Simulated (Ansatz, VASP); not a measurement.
**Si in VASP and in Ansatz**

```xyz
12
Lattice="2.9049 -6.1692 0.0000 1.3006 5.5957 0.0000 0.0000 0.0000 12.6538" Properties=species:S:1:pos:R:3 pbc="T T T"
Si    2.5151   -3.3108   11.9591
Si    1.6903    2.7373    0.6947
Si    2.5151   -3.3108    7.0216
Si    1.6903    2.7373    5.6322
Si    1.9883    0.5523    1.9895
Si    2.2171   -1.1257   10.6644
Si    1.9883    0.5523    4.3374
Si    2.2171   -1.1257    8.3164
Si    2.8587   -5.8305   11.5071
Si    1.3467    5.2571    1.1468
Si    2.8587   -5.8305    7.4737
Si    1.3467    5.2571    5.1801
```

Change from the starting cell: engineering shear strain xy -0.3000, equal normal strain along x and y +0.1000.

Alike in both runs: task single point; functional PBEsol; k mesh 10 × 10 × 4; occupations gaussian, width 0.05 eV; no spin polarisation.

```csv
,VASP,Ansatz
version,VASP 6.6.1,Ansatz 0.2.0
potentials or method,"VASP PAW PBE potentials, release 64 (Si), cutoff 520 eV","scalar-relativistic, plane waves, PAW"
valence electrons in the cell,48,48
```

```csv
,VASP,Ansatz,Ansatz less VASP
gap on the k mesh at the Fermi level (eV),none,none,-
pressure (GPa),-8.1,-8.1,-0.07
"traceless stress, the component that is largest in VASP (GPa)",10.81,10.80,-0.011
rms of the force components (eV/Å),0.451,0.447,-0.0043
```

VASP's potentials were made for PBE, not for PBEsol, and Ansatz warns of the same on its side. Atom by atom the forces differ by 0.006 eV/Å (rms over components). A gap of «none» marks a metal or a gap that the smearing closes.
